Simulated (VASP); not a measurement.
Crystal: Os.

```xyz
2
Lattice="2.6971 0.0000 0.0000 -1.3486 2.3358 0.0000 0.0000 0.0000 4.2613" Properties=species:S:1:pos:R:3 pbc="T T T"
Os    1.3486    0.7786    3.1960
Os    0.0000    1.5572    1.0653
```

Base run:

* Program: VASP 6.6.1
* Functional: PBEsol
* Dispersion: D3(BJ)
* Potentials or basis: VASP PAW PBE potentials, release 64 (Os_sv_GW)
* Cutoff: 560 eV
* k mesh: 11 × 11 × 6
* Occupations: fermi-dirac, width 0.05 eV
* Spin: no spin polarisation

Its results: band gap on the k mesh zero (bands 16 and 17 overlap by 4.17 eV); pressure 6.4 GPa.

**Question.** The run is repeated on the same cell with these changes: functional from PBEsol to r2SCAN; dispersion from D3(BJ) to rVV10; cutoff from 560 eV to 620 eV. What comes out?

**Answer.** Band gap on the k mesh zero (bands 16 and 17 overlap by 4.34 eV); pressure 17.5 GPa.

Several settings changed at once.

Caveats: the cell stands under pressure; the PAW data sets were made with another functional, which shifts forces and pressure a little; spin-orbit coupling is left out, which moves the levels of the heavy elements.
